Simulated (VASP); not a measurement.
CaAs2:

```
Ca As
1.0
     2.91464    0.00000    0.00000
     0.00000    4.39638    0.00000
     0.00000    0.00000    5.79291
Ca As
1 2
Direct
  0.00000 0.50000 0.50000
  0.50000 0.00000 0.77458
  0.50000 0.00000 0.22542
```

| Quantity | Value |
| --- | --- |
| Program | VASP 6.6.1 |
| Task | relaxation of cell and atoms |
| Functional | PBE |
| Potentials or basis | VASP PAW PBE potentials, release 64 (Ca_sv, As) |
| Cutoff | 600 eV |
| k mesh | 16 × 10 × 8 |
| Occupations | gaussian, width 0.1 eV |
| Spin | no spin polarisation |

At the start: pressure 0.1 GPa; volume 24.74 Å³/atom.

Task: How do energy, volume and symmetry change on relaxing?

Result: Over 11 steps the energy falls by 56.0 meV/atom and the volume is 25.29 Å³/atom (+2.2 %); space group Pmmm (No. 47, to 0.05 Å).

The path:
| step | energy change (eV) | largest force (eV/Å) | pressure (GPa) | volume (Å³) |
| --- | --- | --- | --- | --- |
| 1 | 0.0000 | 0.2456 | 0.14 | 74.23 |
| 2 | -0.1306 | 0.1534 | 0.47 | 74.37 |
| 3 | -0.1533 | 0.0574 | 1.03 | 74.36 |
| 4 | -0.1641 | 0.1116 | -0.32 | 76.31 |
| 5 | -0.1641 | 0.1003 | -0.23 | 76.17 |
| 6 | -0.1662 | 0.0803 | -0.07 | 75.96 |
| 7 | -0.1672 | 0.0476 | 0.12 | 75.72 |
| 8 | -0.1678 | 0.0260 | -0.06 | 75.91 |
| 9 | -0.1678 | 0.0257 | -0.05 | 75.92 |
| 10 | -0.1678 | 0.0197 | 0.04 | 75.82 |
| 11 | -0.1679 | 0.0022 | 0.01 | 75.86 |

Final structure:
```yaml
crystal:
  lattice:
    - [3.14452, 0.00000, 0.00000]
    - [0.00000, 4.33715, 0.00000]
    - [0.00000, 0.00000, 5.56215]
  atoms:
    - { symbol: Ca, position: [0.00000, 0.50000, 0.50000] }
    - { symbol: As, position: [0.50000, 0.00000, 0.78074] }
    - { symbol: As, position: [0.50000, 0.00000, 0.21926] }
```
